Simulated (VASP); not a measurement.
# C (P4/mmm) in VASP: further runs

C is run at these levels: LDA, PBE, PBEsol; tasks: single point.

Everything below comes from runs of VASP 6.6.1. Logs are shortened: lines on timing, memory, paths and dates and some standing lists are left out, and cuts for length are marked.

### 1 The cell of the first run

Symmetry: P4/mmm, No. 123, tetragonal system. Conventional cell: a = 4.255 Å, b = 4.255 Å, c = 1.282 Å, α = 90.00°, β = 90.00°, γ = 90.00°. C (site symmetry 4/mmm) has 2 C at 1.28 Å within 1.7 Å.

### 2 Single point, LDA

Input file INCAR:

```
SYSTEM = C
PREC = Accurate
ENCUT = 520
EDIFF = 1E-7
ISMEAR = -1
SIGMA = 0.05
LREAL = .FALSE.
LASPH = .TRUE.
NELM = 100
ALGO = Normal
ISIF = 2
LWAVE = .FALSE.
LCHARG = .TRUE.
LELF = .TRUE.
LVHAR = .TRUE.
NBANDS = 8
```

Input file KPOINTS:

```
regular mesh
0
G
  4 4 11
  0 0 0
```

Input file POSCAR:

```
C
1.0
    4.2551700000      0.0000000000      0.0000000000
    0.0000000000      4.2551700000      0.0000000000
    0.0000000000      0.0000000000      1.2822900000
C
1
Direct
    0.5000000000      0.5000000000      0.5000000000
```

Potentials or basis: VASP PAW LDA potentials, release 64 (C).

Started as:

```sh
cat potpaw_LDA.64/C/POTCAR > POTCAR
mpirun -np 1 vasp_std > vasp.out
```

OUTCAR:

```text
SYSTEM = C
   PREC = Accurate
   ENCUT = 520
   EDIFF = 1E-7
   ISMEAR = -1
   LREAL = .FALSE.
   LASPH = .TRUE.
   NELM = 100
   ISIF = 2

 ion  position               nearest neighbor table
   1  0.500  0.500  0.500-

  LATTYP: Found a simple tetragonal cell.
 ALAT       =     4.2551700000
 C/A-ratio  =     0.3013487123

  Lattice vectors:

 A1 = (   4.2551700000,   0.0000000000,   0.0000000000)
 A2 = (   0.0000000000,   4.2551700000,   0.0000000000)
 A3 = (   0.0000000000,   0.0000000000,   1.2822900000)

Analysis of symmetry for initial positions (statically):
=====================================================================
 Subroutine PRICEL returns:
 Original cell was already a primitive cell.

 Routine SETGRP: Setting up the symmetry group for a
 simple tetragonal supercell.

 Subroutine GETGRP returns: Found 16 space group operations
 (whereof 16 operations were pure point group operations)
 out of a pool of 16 trial point group operations.

The static configuration has the point symmetry D_4h.

Analysis of symmetry for dynamics (positions and initial velocities):
=====================================================================
 Subroutine PRICEL returns:
 Original cell was already a primitive cell.

 Routine SETGRP: Setting up the symmetry group for a
 simple tetragonal supercell.

 Subroutine GETGRP returns: Found 16 space group operations
 (whereof 16 operations were pure point group operations)
 out of a pool of 16 trial point group operations.

The dynamic configuration has the point symmetry D_4h.

 Subroutine INISYM returns: Found 16 space group operations
 (whereof 16 operations are pure point group operations),
 and found     1 'primitive' translations

----------------------------------------------------------------------------------------

                                     Primitive cell

  volume of cell :      23.2177

  direct lattice vectors                    reciprocal lattice vectors
     4.255170000  0.000000000  0.000000000     0.235008237  0.000000000  0.000000000
     0.000000000  4.255170000  0.000000000     0.000000000  0.235008237  0.000000000
     0.000000000  0.000000000  1.282290000     0.000000000  0.000000000  0.779854791

  length of vectors
     4.255170000  4.255170000  1.282290000     0.235008237  0.235008237  0.779854791

  position of ions in fractional coordinates (direct lattice)
     0.500000000  0.500000000  0.500000000

  ion indices of the primitive-cell ions
   primitive index   ion index
                 1           1

----------------------------------------------------------------------------------------

 KPOINTS: regular mesh

Automatic generation of k-mesh.
 Grid dimensions read from file:
 generate k-points for:    4    4   11

 Generating k-lattice:

  Cartesian coordinates                     Fractional coordinates (reciprocal lattice)
     0.058752059  0.000000000  0.000000000     0.250000000  0.000000000  0.000000000
     0.000000000  0.058752059  0.000000000     0.000000000  0.250000000  0.000000000
     0.000000000  0.000000000  0.070895890     0.000000000  0.000000000  0.090909091

  Length of vectors
     0.058752059  0.058752059  0.070895890

  Shift w.r.t. Gamma in fractional coordinates (k-lattice)
     0.000000000  0.000000000  0.000000000

 Subroutine IBZKPT returns following result:
 ===========================================

 Found     36 irreducible k-points:

 Following reciprocal coordinates:
            Coordinates               Weight
  0.000000  0.000000  0.000000      1.000000
  0.250000  0.000000  0.000000      4.000000
  0.500000  0.000000  0.000000      2.000000
  0.250000  0.250000  0.000000      4.000000
  0.500000  0.250000  0.000000      4.000000
  0.500000  0.500000  0.000000      1.000000
[... 16 lines left out ...]
  0.500000  0.250000  0.272727      8.000000
  0.500000  0.500000  0.272727      2.000000
 [... further k-points ...]
   k-points           NKPTS =     36   k-points in BZ     NKDIM =     36   number of bands    NBANDS=      8
   number of dos      NEDOS =    301   number of ions     NIONS =      1
   total plane-waves  NPLWV =  10240
   dimension x,y,z NGX =    32 NGY =   32 NGZ =   10
   dimension x,y,z NGXF=    64 NGYF=   64 NGZF=   20
   ions per type =               1
   NGX,Y,Z   is equivalent  to a cutoff of  12.50, 12.50, 12.96 a.u.
   NGXF,Y,Z  is equivalent  to a cutoff of  25.00, 25.00, 25.93 a.u.
 SYSTEM =  C
   PREC   = accura    normal or accurate (medium, high low for compatibility)
   ISTART =      0    job   : 0-new  1-cont  2-samecut
   ICHARG =      2    charge: 1-file 2-atom 10-const
   ISPIN  =      1    spin polarized calculation?
   LNONCOLLINEAR =      F non collinear calculations
   LSORBIT =      F    spin-orbit coupling
   LASPH  =      T    aspherical Exc in radial PAW
   ENCUT  =  520.0 eV  38.22 Ry    6.18 a.u.   7.91  7.91  2.38*2*pi/ulx,y,z
   NELM   =    100;   NELMIN=  2; NELMDL= -5     # of ELM steps
   EDIFF  = 0.1E-06   stopping-criterion for ELM
   LREAL  =      F    real-space projection
   EDIFFG = 0.1E-05   stopping-criterion for IOM
   NSW    =      0    number of steps for IOM
   IBRION =     -1    ionic relax: 0-MD 1-quasi-New 2-CG
   NFREE  =      0    steps in history (QN), initial steepest desc. (CG)
   ISIF   =      2    stress and relaxation
   ISYM   =      2    0-nonsym 1-usesym 2-fastsym
   POTIM  = 0.5000    time-step for ionic-motion
   TEBEG  =    0.0;   TEEND  =   0.0 temperature during run
   PSTRESS=    0.0 pullay stress
   NELECT =       4.0000    total number of electrons
   NUPDOWN=      -1.0000    fix difference up-down
   EMIN   =  10.00;   EMAX   =-10.00  energy-range for DOS
   EFERMI =   0.00;   METHOD = LEGACY
   ISMEAR =    -1;   SIGMA  =   0.05  broadening in eV -4-tet -1-fermi 0-gaus
   EFERMI_NEDOS =   21; number of points for ismear=-14 and -15
   IALGO  =     38    algorithm
   IMIX   =      4    mixing-type and parameters
     AMIX     =   0.40;   BMIX     =  1.00
     AMIX_MAG =   1.60;   BMIX_MAG =  1.00
  volume/ion in A,a.u.               =      23.22       156.68
  Fermi-wavevector in a.u.,A,eV,Ry     =   0.910937  1.721420 11.290188  0.829805
  Thomas-Fermi vector in A             =   2.035157
   LORBIT       =      0    0 simple, 1 ext, 2 COOP (PROOUT), +10 PAW based schemes
   GGA     = CA    functional components
   LHFCALC =     F    Hartree Fock is set to
   AEXX    =    0.0000 exact exchange contribution
   IVDW    =     0    specifies the selected vdW correction
   LEPSILON=     F    determine dielectric tensor
   LRPA    =     F    only Hartree local field effects (RPA)
 non-spin polarized calculation
  energy-cutoff  :      520.00
  volume of cell :       23.22
 maximum number of plane-waves:       656
 NGX is ok and might be reduce to    32
   NGX = 15   NGY = 15   NGZ =  5

 number of electron       4.0000000 magnetization

 Free energy of the ion-electron system (eV)
  ---------------------------------------------------
  ext. energy  EPLUGINS =         0.00000000
  ---------------------------------------------------
  free energy    TOTEN  =        -8.80847415 eV

  energy without entropy =       -8.79712175  energy(sigma->0) =       -8.80279795

 E-fermi :  -1.0810     XC(G=0):  -6.3485

 val. band max:       -1.1119051985   @ k =   0.5000   0.5000   0.2727
 cond. band min:      -1.0006154419   @ k =   0.2500   0.0000   0.2727
 fundamental gap:      0.1112897566
 Fermi energy:        -1.0809668795

 k-point     1 :       0.0000    0.0000    0.0000
  band No.  band energies     occupation
      1     -17.9599      2.00000
      2      -7.0700      2.00000
      3      -7.0700      2.00000
      4       1.6548      0.00000
      5       5.9101      0.00000
      6      10.6161      0.00000
      7      10.6161      0.00000
      8      11.6997      0.00000

 k-point     2 :       0.2500    0.0000    0.0000
  band No.  band energies     occupation
      1     -17.9405      2.00000
      2      -7.2847      2.00000
      3      -7.0508      2.00000
      4       2.4009      0.00000
      5       5.7256      0.00000
      6       9.0099      0.00000
      7       9.6475      0.00000
      8      13.9842      0.00000

 k-point     3 :       0.5000    0.0000    0.0000
  band No.  band energies     occupation
      1     -17.9209      2.00000
      2      -7.4845      2.00000
      3      -7.0314      2.00000
      4       4.0907      0.00000
      5       4.1383      0.00000
      6       8.2744      0.00000
      7      11.1576      0.00000
      8      12.2439      0.00000

 k-point     4 :       0.2500    0.2500    0.0000
  band No.  band energies     occupation
      1     -17.9216      2.00000
      2      -7.2674      2.00000
      3      -7.2448      2.00000
      4       3.0349      0.00000
      5       6.1852      0.00000
      6       6.7230      0.00000
      7      12.4512      0.00000
      8      12.7112      0.00000

 k-point     5 :       0.5000    0.2500    0.0000
  band No.  band energies     occupation
      1     -17.9025      2.00000
      2      -7.4483      2.00000
      3      -7.2272      2.00000
      4       3.9935      0.00000
      5       5.1058      0.00000
      6       7.1432      0.00000
      7      11.9361      0.00000
      8      13.7741      0.00000
[... 177 lines left out ...]
 k-point    22 :       0.2500    0.2500    0.2727
  band No.  band energies     occupation
      1     -14.5467      2.00000
      2      -0.9866      0.26304
      3      -0.9658      0.18163
      4       8.5640      0.00000
      5      12.4093      0.00000
      6      12.8246      0.00000
      7      15.8155      0.00000
      8      19.0948      0.00000

 k-point    23 :       0.5000    0.2500    0.2727
  band No.  band energies     occupation
      1     -14.5377      2.00000
      2      -1.1432      1.55250
      3      -0.9515      0.13972
      4       9.9390      0.00000
      5      10.6815      0.00000
      6      13.7634      0.00000
      7      14.5624      0.00000
      8      20.5530      0.00000

 k-point    24 :       0.5000    0.5000    0.2727
  band No.  band energies     occupation
      1     -14.5289      2.00000
      2      -1.1119      1.29988
      3      -1.1119      1.29988
      4      10.6162      0.00000
      5      11.4846      0.00000
      6      13.0827      0.00000
      7      13.0827      0.00000
      8      20.6952      0.00000

 [... further k-points ...]
[... 5 lines left out ...]
  --------------------------------------------------------------------------------------
  -------------------------------------------------------------------------------------
  Total       -0.1427808     -0.1427808     -0.2651617      0.0000000      0.0000000      0.0000000
  in kB       -9.8528166     -9.8528166    -18.2979020      0.0000000      0.0000000      0.0000000
  external PRESSURE =     -12.6678451 kB  Pullay stress =       0.0000000 kB

 VOLUME and BASIS-vectors are now :
 -----------------------------------------------------------------------------
  energy-cutoff  :      520.00
  volume of cell :       23.22
      direct lattice vectors                 reciprocal lattice vectors
     4.255170000  0.000000000  0.000000000     0.235008237  0.000000000  0.000000000
     0.000000000  4.255170000  0.000000000     0.000000000  0.235008237  0.000000000
     0.000000000  0.000000000  1.282290000     0.000000000  0.000000000  0.779854791

 POSITION                                       TOTAL-FORCE (eV/Angst)
 -----------------------------------------------------------------------------------
      2.12758      2.12758      0.64114         0.000000      0.000000      0.000000
 -----------------------------------------------------------------------------------
    total drift:                                0.000000     -0.000000      0.000000

  FREE ENERGIE OF THE ION-ELECTRON SYSTEM (eV)
  ---------------------------------------------------
  free  energy   TOTEN  =        -8.8084741484 eV

  energy  without entropy=       -8.7971217457  energy(sigma->0) =       -8.80279795
```

It took 2.4 s on 1 thread of Intel Xeon 6975P-C (Granite Rapids), shared host; peak memory 0.12 GiB.

What came out:

* Free energy: -8.8085 eV
* Pressure: -1.3 GPa
* Band gap on the k mesh: zero (band 2 reaches 7.26 eV, above the bottom of band 3 at -7.41 eV)

Stress tensor (GPa, compression positive):
```
-0.99  0.00  0.00
 0.00 -0.99  0.00
 0.00  0.00 -1.83
```

Caveat: the k points lie up to 0.45 Å⁻¹ apart.

### 3 Single point, PBE

Input file INCAR:

```
  ALGO = Normal
  EDIFF = 1E-6
  ENCUT = 520
  GGA = PE
  ISIF = 2
  ISMEAR = -1
  LASPH = T
  LCHARG = T
  LELF = T
  LREAL = F
  LVHAR = T
  LWAVE = F
  NBANDS = 8
  NELM = 100
  PREC = Accurate
  SIGMA = 0.05
```

Input file KPOINTS:

```
k-points
0
Gamma
  4 4 11
```

POSCAR is that of step 2.

Potentials or basis: VASP PAW PBE potentials, release 64 (C).

Started as:

```sh
cat potpaw_PBE.64/C/POTCAR > POTCAR
mpirun -np 1 vasp_std > vasp.out
```

It took 2.6 s on 1 thread of Intel Xeon 6975P-C (Granite Rapids), shared host; peak memory 0.12 GiB.

It converged, with:

```
Free energy            : -8.1307 eV
Pressure               : 0.5 GPa
Band gap on the k mesh : zero (band 2 reaches 7.22 eV, above the bottom of band 3 at -7.22 eV)
```

Stress tensor (GPa, compression positive):
```
-0.53  0.00  0.00
 0.00 -0.53  0.00
 0.00  0.00  2.70
```

Levels at points of the mesh, in eV from the Fermi level:
```
           k point  band 1  band 2  band 3  band 4  band 5  band 6  band 7
(0.00, 0.00, 0.00)  -17.18   -6.02   -6.02    2.92    7.27   11.86   11.86
(0.50, 0.00, 0.00)  -17.14   -6.41   -5.98    5.38    5.40    9.50   12.52
(0.50, 0.50, 0.00)  -17.11   -6.34   -6.34    5.04    7.93    7.93   11.74
```

Caveat: the k points lie up to 0.45 Å⁻¹ apart.

### 4 Single point, PBEsol

Input file INCAR:

```
SYSTEM = C
PREC     = Accurate       ! precision mode
ENCUT    = 520            ! plane-wave cutoff, eV
EDIFF    = 1E-7           ! SCF threshold, eV
ISMEAR   = -1             ! smearing method
SIGMA    = 0.05           ! smearing width, eV
LREAL    = .FALSE.        ! projectors in reciprocal space
LASPH    = .TRUE.         ! aspherical terms in the spheres
NELM     = 100            ! most SCF steps
ALGO     = Normal         ! electronic algorithm
ISIF     = 2              ! what is computed and relaxed
LWAVE    = .FALSE.        ! write WAVECAR
LCHARG   = .TRUE.         ! write CHGCAR
GGA      = PS             ! functional
LELF     = .TRUE.         ! ELF
LVHAR    = .TRUE.       
NBANDS   = 8              ! bands
```

Input file KPOINTS:

```
Automatic mesh
0
G
  4 4 11
  0 0 0
```

POSCAR is that of step 3.

Started as:

```sh
cat potpaw_PBE.64/C/POTCAR > POTCAR
mpirun -np 1 vasp_std > vasp.out
```

Run time: 2.8 s. Hardware: 1 thread of Intel Xeon 6975P-C (Granite Rapids), shared host; peak memory 0.12 GiB.

It converged, with:

| Property | Result |
| --- | --- |
| Free energy | -8.4294 eV |
| Pressure | 0.3 GPa |
| Band gap on the k mesh | zero (band 2 reaches 7.26 eV, above the bottom of band 3 at -7.26 eV) |

Stress tensor (GPa, compression positive):
```
-0.61  0.00  0.00
 0.00 -0.61  0.00
 0.00  0.00  2.03
```

Levels at points of the mesh, in eV from the Fermi level:
```
           k point  band 1  band 2  band 3  band 4  band 5  band 6
(0.00, 0.00, 0.00)  -17.09   -6.02   -6.02    3.03    7.28   11.98
(0.50, 0.00, 0.00)  -17.06   -6.41   -5.98    5.45    5.53    9.56
(0.50, 0.50, 0.00)  -17.02   -6.35   -6.35    5.18    8.00    8.00
```

Caveat: the k points lie up to 0.45 Å⁻¹ apart; the PAW data sets were made with another functional, which shifts forces and pressure a little.

### 5 Overview

```tsv
level	potentials or basis	gap on the mesh (eV)	pressure (GPa)
LDA	VASP PAW LDA potentials, release 64 (C)	none	-1.3
PBE	VASP PAW PBE potentials, release 64 (C)	none	0.5
PBEsol	VASP PAW PBE potentials, release 64 (C)	none	0.3
```

Alike in all rows: task single point; no spin polarisation; cell as given; k mesh 4 × 4 × 11; cutoff (eV) 520; smearing fermi-dirac 0.05 eV.

Caveats: all runs use coarse meshes; the PAW data sets were made with another functional, which shifts forces and pressure a little (some runs).

Total energies depend on the potentials used, so only differences within one code and one set of settings carry meaning.
